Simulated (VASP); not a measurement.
# SiPb (CsCl type) (Pm-3m) in VASP: a series of runs, part 2 of 2

VASP 6.6.1. Earlier steps stand in the parts before.

### 3 Single point, PBEsol (volume scaled by 0.92)

File INCAR:

```
SYSTEM = SiPb
ALGO = Normal
EDIFF = 1E-7
ENCUT = 520
GGA = PS
ISIF = 2
ISMEAR = -1
LASPH = .True.
LCHARG = .False.
LREAL = .False.
LWAVE = .False.
NBANDS = 16
NELM = 80
PREC = Accurate
SIGMA = 0.08
```

File KPOINTS:

```
k-points
0
Gamma
  11 11 11
  0 0 0
```

File POSCAR:

```
SiPb
1.0
    3.4818723644      0.0000000000      0.0000000000
    0.0000000000      3.4818723644      0.0000000000
    0.0000000000      0.0000000000      3.4818723644
Pb Si
1 1
Direct
    0.0000000000      0.0000000000      0.0000000000
    0.5000000000      0.5000000000      0.5000000000
```

Potentials or basis: VASP PAW PBE potentials, release 64 (Pb_d, Si).

On the command line:

```sh
> cat potpaw_PBE.64/Pb_d/POTCAR potpaw_PBE.64/Si/POTCAR > POTCAR
> mpirun -np 1 vasp_std > vasp.out
```

OUTCAR:

```text
SYSTEM = SiPb
   EDIFF = 1E-7
   ENCUT = 520
   GGA = PS
   ISIF = 2
   ISMEAR = -1
   LASPH = .True.
   LREAL = .False.
   NELM = 80
   PREC = Accurate

 ion  position               nearest neighbor table
   1  0.000  0.000  0.000-   2 3.02   2 3.02   2 3.02   2 3.02   2 3.02   2 3.02   2 3.02   2 3.02

   2  0.500  0.500  0.500-   1 3.02   1 3.02   1 3.02   1 3.02   1 3.02   1 3.02   1 3.02   1 3.02

  LATTYP: Found a simple cubic cell.
 ALAT       =     3.4818723644

  Lattice vectors:

 A1 = (   3.4818723644,   0.0000000000,   0.0000000000)
 A2 = (   0.0000000000,   3.4818723644,   0.0000000000)
 A3 = (   0.0000000000,   0.0000000000,   3.4818723644)

Analysis of symmetry for initial positions (statically):
=====================================================================
 Subroutine PRICEL returns:
 Original cell was already a primitive cell.

 Routine SETGRP: Setting up the symmetry group for a
 simple cubic supercell.

 Subroutine GETGRP returns: Found 48 space group operations
 (whereof 48 operations were pure point group operations)
 out of a pool of 48 trial point group operations.

The static configuration has the point symmetry O_h .

Analysis of symmetry for dynamics (positions and initial velocities):
=====================================================================
 Subroutine PRICEL returns:
 Original cell was already a primitive cell.

 Routine SETGRP: Setting up the symmetry group for a
 simple cubic supercell.

 Subroutine GETGRP returns: Found 48 space group operations
 (whereof 48 operations were pure point group operations)
 out of a pool of 48 trial point group operations.

The dynamic configuration has the point symmetry O_h .

 Subroutine INISYM returns: Found 48 space group operations
 (whereof 48 operations are pure point group operations),
 and found     1 'primitive' translations

----------------------------------------------------------------------------------------

[... 106 lines left out ...]
   EFERMI =   0.00;   METHOD = LEGACY
   ISMEAR =    -1;   SIGMA  =   0.08  broadening in eV -4-tet -1-fermi 0-gaus
   EFERMI_NEDOS =   21; number of points for ismear=-14 and -15
   IALGO  =     38    algorithm
   IMIX   =      4    mixing-type and parameters
     AMIX     =   0.40;   BMIX     =  1.00
     AMIX_MAG =   1.60;   BMIX_MAG =  1.00
  volume/ion in A,a.u.               =      21.11       142.43
  Fermi-wavevector in a.u.,A,eV,Ry     =   1.232214  2.328547 20.658425  1.518351
  Thomas-Fermi vector in A             =   2.366993
   LORBIT       =      0    0 simple, 1 ext, 2 COOP (PROOUT), +10 PAW based schemes
   GGA     = PS    functional components
   LHFCALC =     F    Hartree Fock is set to
   AEXX    =    0.0000 exact exchange contribution
   IVDW    =     0    specifies the selected vdW correction
   LEPSILON=     F    determine dielectric tensor
   LRPA    =     F    only Hartree local field effects (RPA)
 non-spin polarized calculation
  energy-cutoff  :      520.00
  volume of cell :       42.21
 maximum number of plane-waves:      1157
 NGX is ok and might be reduce to    28
   NGX = 13   NGY = 13   NGZ = 13

 number of electron      18.0000001 magnetization

 Free energy of the ion-electron system (eV)
  ---------------------------------------------------
  ext. energy  EPLUGINS =         0.00000000
  ---------------------------------------------------
  free energy    TOTEN  =        -8.65446094 eV

  energy without entropy =       -8.63492807  energy(sigma->0) =       -8.64469450

 E-fermi :   8.7137     XC(G=0): -11.0143

 val. band max:        8.6300715386   @ k =   0.1818   0.0000   0.0000
 cond. band min:       8.7429272759   @ k =   0.1818   0.0909   0.0000
 fundamental gap:      0.1128557372
 Fermi energy:         8.7137097418

 k-point     1 :       0.0000    0.0000    0.0000
  band No.  band energies     occupation
      1      -8.3097      2.00000
      2      -8.3097      2.00000
      3      -8.0027      2.00000
      4      -8.0027      2.00000
      5      -8.0027      2.00000
      6      -4.2628      2.00000
[... 433 lines left out ...]
      3      -8.0781      2.00000
      4      -8.0729      2.00000
      5      -8.0131      2.00000
      6      -3.0742      2.00000
[... 8 lines left out ...]
     15      17.7810      0.00000
     16      19.7524      0.00000

 [... further k-points ...]
[... 5 lines left out ...]
  --------------------------------------------------------------------------------------
  -------------------------------------------------------------------------------------
  Total        1.6312308      1.6312308      1.6312308      0.0000000     -0.0000000      0.0000000
  in kB       61.9137997     61.9137997     61.9137997      0.0000000     -0.0000000      0.0000000
  external PRESSURE =      61.9137997 kB  Pullay stress =       0.0000000 kB

 VOLUME and BASIS-vectors are now :
 -----------------------------------------------------------------------------
  energy-cutoff  :      520.00
  volume of cell :       42.21
      direct lattice vectors                 reciprocal lattice vectors
     3.481872364  0.000000000  0.000000000     0.287201797  0.000000000  0.000000000
     0.000000000  3.481872364  0.000000000     0.000000000  0.287201797  0.000000000
     0.000000000  0.000000000  3.481872364     0.000000000  0.000000000  0.287201797

 POSITION                                       TOTAL-FORCE (eV/Angst)
 -----------------------------------------------------------------------------------
      0.00000      0.00000      0.00000         0.000000      0.000000      0.000000
      1.74094      1.74094      1.74094         0.000000      0.000000      0.000000
 -----------------------------------------------------------------------------------
    total drift:                               -0.000000     -0.000000     -0.000000

  FREE ENERGIE OF THE ION-ELECTRON SYSTEM (eV)
  ---------------------------------------------------
  free  energy   TOTEN  =        -8.6544609427 eV

  energy  without entropy=       -8.6349280653  energy(sigma->0) =       -8.64469450
```

stdout:

```text
POSCAR found type information on POSCAR PbSi
 POSCAR found :  2 types and       2 ions
 scaLAPACK will be used
 -----------------------------------------------------------------------------
|                                                                             |
|                                                                             |
|     You enforced a specific xc type in the INCAR file but a different       |
|     I HOPE YOU KNOW WHAT YOU ARE DOING!                                     |
|                                                                             |
 -----------------------------------------------------------------------------

 LDA part: xc-table for (Slater+PW92), standard interpolation
 POSCAR, INCAR and KPOINTS ok, starting setup
 FFT: planning ... GRIDC
 FFT: planning ... GRID_SOFT
 FFT: planning ... GRID
 WAVECAR not read
 entering main loop
```

Run time: 26 s. Hardware: 1 thread of Intel Xeon 6975P-C, shared host; peak memory 0.18 GiB.

Results:

```
Free energy            : -8.6545 eV
Pressure               : 6.2 GPa
Band gap on the k mesh : zero (band 9 reaches 10.84 eV, above the bottom of band 10 at 6.51 eV)
```

Caveat: the PAW data sets were made with another functional, which shifts forces and pressure a little; spin-orbit coupling is left out, which moves the levels of the heavy elements.
